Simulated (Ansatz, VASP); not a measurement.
One calculation of BN, two programs

```
B N
1.0
     1.25112    0.72234    3.50785
    -1.25112    0.72234    3.50785
     0.00000   -1.44467    3.50785
B N
1 1
Cartesian
  0.0000 0.0000 10.5201
  0.0000 0.0000 3.5018
```

Change from the starting cell: strain +0.000 along x and y, +0.040 along z, atoms carried along.

Alike in both runs: task single point; functional PBE; dispersion D3(BJ); k mesh 12 × 12 × 12; occupations gaussian, width 0.05 eV; no spin polarisation.

|  | VASP | Ansatz |
| --- | --- | --- |
| version | VASP 6.6.1 | Ansatz 0.2.0 |
| potentials or method | VASP PAW PBE potentials, release 64 (B, N), cutoff 520 eV | scalar-relativistic, plane waves, PAW |
| valence electrons in the cell | 8 | 8 |

Ansatz gave:

* gap on the k mesh at the Fermi level (eV): 4.36
* least direct gap on the mesh (eV): 4.69
* pressure (GPa): 0.8
* traceless stress, the component that is largest in VASP (GPa): -2.03
* rms of the force components (eV/Å): 0.009

Task: What did VASP give for the same quantities?

Result: gap on the k mesh at the Fermi level (eV): 4.35; least direct gap on the mesh (eV): 4.69; pressure (GPa): 0.8; traceless stress, the component that is largest in VASP (GPa): -2.24; rms of the force components (eV/Å): 0.009.

Atom by atom the forces differ by 0.000 eV/Å (rms over components).
